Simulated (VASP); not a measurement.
A run of VASP 6.6.1:

File INCAR:

```
SYSTEM = Zr12H
ALGO = Normal
EDIFF = 1E-6
ENCUT = 520
GGA = PE
ISIF = 2
ISMEAR = 0
LASPH = .TRUE.
LCHARG = .FALSE.
LREAL = .FALSE.
LWAVE = .FALSE.
NBANDS = 84
NELM = 60
PREC = Accurate
SIGMA = 0.1
```

File KPOINTS:

```
k-points
0
G
  3 2 3
  0 0 0
```

Contents of POSCAR:

```
Zr12H
1.0
    6.4600000000      0.0000000000      0.0000000000
   -4.8450000000      8.3917860000      0.0000000000
    0.0000000000      0.0000000000      5.1453900000
Zr H
12 1
Direct
    0.0093351102     -0.0026916797      0.0038624866
    0.1695686411      0.2249003966      0.4946313107
    0.0066407817      0.3444446748      0.0049529773
    0.1673380609      0.5569865580      0.5043823695
    0.0016117397      0.6685205033      0.0069384439
    0.1636601222      0.8843162826      0.5059231662
    0.4902561943     -0.0027422053      0.0051004880
    0.6636546873      0.2243887058      0.4956257932
    0.5026708921      0.3369921492     -0.0042818912
    0.6650852072      0.5539363134      0.4972956375
    0.5011529085      0.6658459832     -0.0009144108
    0.6610649993      0.8819576667      0.4944359903
    0.8288051383      0.1074995239      0.6269482002
```

Potentials or basis: VASP PAW PBE potentials, release 64 (Zr_sv, H).

Command:

```sh
$ cat potpaw_PBE.64/Zr_sv/POTCAR potpaw_PBE.64/H/POTCAR > POTCAR
$ mpirun -np 1 vasp_std > vasp.out
```

Hardware: 1 thread of Intel(R) Xeon(R) Platinum 8488C (Sapphire Rapids), with other jobs on the host.

**Question.** How long does it take, and how much memory?

**Answer.** It took 3.9 min on 1 thread of Intel(R) Xeon(R) Platinum 8488C (Sapphire Rapids), on a shared host, peak memory 0.42 GiB. Counts: scf iterations 18, k points 10.
